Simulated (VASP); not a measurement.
Here is a VASP 6.6.1 calculation.

Contents of INCAR:

```
PREC = Accurate ; ENCUT = 520
EDIFF = 1E-6 ; ISMEAR = 0
SIGMA = 0.05 ; LREAL = F
LASPH = T ; NELM = 60
ALGO = Normal ; ISIF = 2
LWAVE = F ; LCHARG = T
GGA = PE ; LELF = T
LVHAR = T ; NBANDS = 16
```

File KPOINTS:

```
Automatic mesh
0
Gamma
  10 10 10
```

Contents of POSCAR:

```
InP
1.0
    0.0000000000      2.8550000000      2.8550000000
    2.8550000000      0.0000000000      2.8550000000
    2.8550000000      2.8550000000      0.0000000000
In P
1 1
Direct
    0.0000000000      0.0000000000      0.0000000000
    0.5000000000      0.5000000000      0.5000000000
```

Potentials or basis: VASP PAW PBE potentials, release 64 (In_d, P).

Launch:

```console
$ cat potpaw_PBE.64/In_d/POTCAR potpaw_PBE.64/P/POTCAR > POTCAR
$ mpirun -np 1 vasp_std > vasp.out
```

(1) What does it give for the pressure?

(2) Predict the band gap on the k mesh.

Results:

(1) -5.3 GPa.

(2) zero (band 9 reaches 6.20 eV, above the bottom of band 10 at 3.91 eV).

Caveat: spin-orbit coupling is left out, which moves the levels of the heavy elements.
